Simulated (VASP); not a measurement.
Set up this calculation in VASP 6.6.1, as the native input.

- Task: single point
- Functional: PBE
- Potentials or basis: VASP PAW PBE potentials, release 64 (Cd, Se)
- Cutoff: 520 eV
- k mesh: 4 × 4 × 4
- Occupations: gaussian, width 0.1 eV
- Spin: no spin polarisation
- Dipole correction: no
- Further INCAR settings: ALGO = Normal; EDIFF = 1e-06; NBANDS = 26

The structure of CdSe4 lies in POSCAR:

```
CdSe4
1.0
    5.3082238000      0.0000000000      0.0000000000
    0.0000000000      5.3082238000      0.0000000000
    0.0000000000      0.0000000000      5.3082238000
Cd Se
1 4
Direct
    0.0000000000      0.0000000000      0.0000000000
    0.2500000000      0.2500000000      0.2500000000
    0.7500000000      0.7500000000      0.2500000000
    0.2500000000      0.7500000000      0.7500000000
    0.7500000000      0.2500000000      0.7500000000
```

The cell was built from a structure type or drawn by symmetry, and may not be a known phase.

These files were run (other wordings do the same):

INCAR

```
SYSTEM = CdSe4
PREC = Accurate
ENCUT = 520
EDIFF = 1E-6
ISMEAR = 0
SIGMA = 0.1
LREAL = .False.
LASPH = .True.
NELM = 60
ALGO = Normal
ISIF = 2
LWAVE = .False.
LCHARG = .False.
GGA = PE
NBANDS = 26
```

KPOINTS

```
regular mesh
0
Gamma
  4 4 4
  0 0 0
```

Potentials or basis: VASP PAW PBE potentials, release 64 (Cd, Se).

Command:

```bash
$ cat potpaw_PBE.64/Cd/POTCAR potpaw_PBE.64/Se/POTCAR > POTCAR
$ mpirun -np 1 vasp_std > vasp.out
```

Results of the run:

```yaml
Pressure: 6.7 GPa
Band_gap_on_the_k_mesh: zero (bands 18 and 19 overlap by 0.68 eV)
```

Caveat: the cell stands under pressure; semilocal functionals underestimate gaps, so a narrow gap can read as zero.

Wall time 29 s on 1 thread of Intel(R) Xeon(R) Platinum 8259CL CPU @ 2.50GHz (Skylake/Cascade Lake), on a shared host, peak memory 0.24 GiB.
